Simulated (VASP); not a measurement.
LiNbP2: single point with PBE

LiNbP2:

```
Li Nb P
1.0
     3.62465    0.00000    0.00000
    -1.81233    3.13904    0.00000
     0.00000    0.00000    5.42788
Li Nb P
1 1 2
Direct
  0.00000 0.00000 0.00000
  0.00000 0.00000 0.50000
  0.33333 0.66667 0.23167
  0.33333 0.66667 0.76833
```

```
Program             : VASP 6.6.1
Task                : single point
Functional          : PBE
Potentials or basis : VASP PAW PBE potentials, release 64 (Li_sv, Nb_sv, P)
Cutoff              : 520 eV
k mesh              : 6 × 6 × 4
Occupations         : gaussian, width 0.1 eV
Spin                : no spin polarisation
```

- Largest force: 0.030 eV/Å
- Band gap on the k mesh: 0.08 eV, indirect (least direct gap 0.56 eV)

Forces on the atoms (eV/Å):
```
Li   0.000  0.000  0.000
Nb   0.000  0.000  0.000
P    0.000  0.000  0.030
P    0.000  0.000 -0.030
```

Levels at points of the mesh, in eV from the valence-band top:
```tsv
k point	band 10	band 11	band 12	band 13	band 14	band 15	band 16	band 17
(0.00, 0.00, 0.00)	-2.90	-1.28	-1.28	-0.03	1.74	1.74	3.19	3.19
(0.50, 0.00, 0.00)	-3.16	-2.50	-2.28	-1.00	1.63	2.06	2.24	2.83
(0.00, 0.00, 0.50)	-2.56	-2.16	-1.97	-1.97	1.86	1.86	3.19	3.89
(0.50, 0.00, 0.50)	-3.36	-2.90	-2.29	-0.91	0.90	2.07	2.22	2.81
```

It took 12 s on 1 thread of Intel(R) Xeon(R) 6975P-C (Granite Rapids), with other jobs on the host, peak memory 0.18 GiB.

 A k mesh can miss the band edges.
